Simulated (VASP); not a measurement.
Write the native input for VASP 6.6.1 that does the following.

| Item | Value |
| --- | --- |
| Task | single point |
| Functional | PBE |
| Potentials or basis | VASP PAW PBE potentials, release 64 (Sr_sv, O) |
| Cutoff | 520 eV |
| k mesh | 2 × 2 × 2 |
| Occupations | methfessel-paxton, width 0.15 eV |
| Spin | no spin polarisation |
| Dipole correction | no |
| Further INCAR settings | LREAL = Auto; ALGO = Normal; EDIFF = 1e-06; NBANDS = 74 |

The structure of Sr8O7 (a cell with a defect) lies in POSCAR:

```
Sr8O7
1.0
    0.0000000000      5.2135080000      5.2135080000
    5.2135080000      0.0000000000      5.2135080000
    5.2135080000      5.2135080000      0.0000000000
Sr O
8 7
Direct
    0.0035614216     -0.0044644604     -0.0039947191
    0.0035633397     -0.0044548699      0.5041725264
    0.0035660250      0.5037185135     -0.0040031587
   -0.0005248865      0.4996270266      0.5000913972
    0.4994775111     -0.0003740284      0.0000943702
    0.4953880382     -0.0044573634      0.5041798152
    0.4953913948      0.5037128551     -0.0039871426
    0.4953941761      0.5037043196      0.5041801988
    0.2494805801      0.2496179156      0.2500959047
    0.2495006241      0.2496360416      0.7500701063
    0.2494983224      0.7496159016      0.2500783542
    0.2494901705      0.7496275061      0.7500782582
    0.7494924722      0.2496253962      0.7500655988
    0.7495067620      0.7496446730      0.2500668456
    0.7494844163      0.7496144630      0.7501035771
```

One way to write it, as run:

INCAR

```
PREC = Accurate ; ENCUT = 520
EDIFF = 1E-6 ; ISMEAR = 1
SIGMA = 0.15 ; LREAL = Auto
LASPH = T ; NELM = 60
ALGO = Normal ; ISIF = 2
LWAVE = F ; LCHARG = F
GGA = PE ; NBANDS = 74
```

KPOINTS

```
regular mesh
0
Gamma
  2 2 2
```

Potentials or basis: VASP PAW PBE potentials, release 64 (Sr_sv, O).

The run is started by

```sh
$ cat potpaw_PBE.64/Sr_sv/POTCAR potpaw_PBE.64/O/POTCAR > POTCAR
$ mpirun -np 1 vasp_std > vasp.out
```

It gave:

```
Pressure               : 2.0 GPa
Largest force          : 0.033 eV/Å
Band gap on the k mesh : 0.26 eV
```

Caveat: the k points lie up to 0.52 Å⁻¹ apart.

Run time: 4.8 min on 1 thread of Intel(R) Xeon(R) 6975P-C (Granite Rapids), on a shared host, peak memory 0.45 GiB.
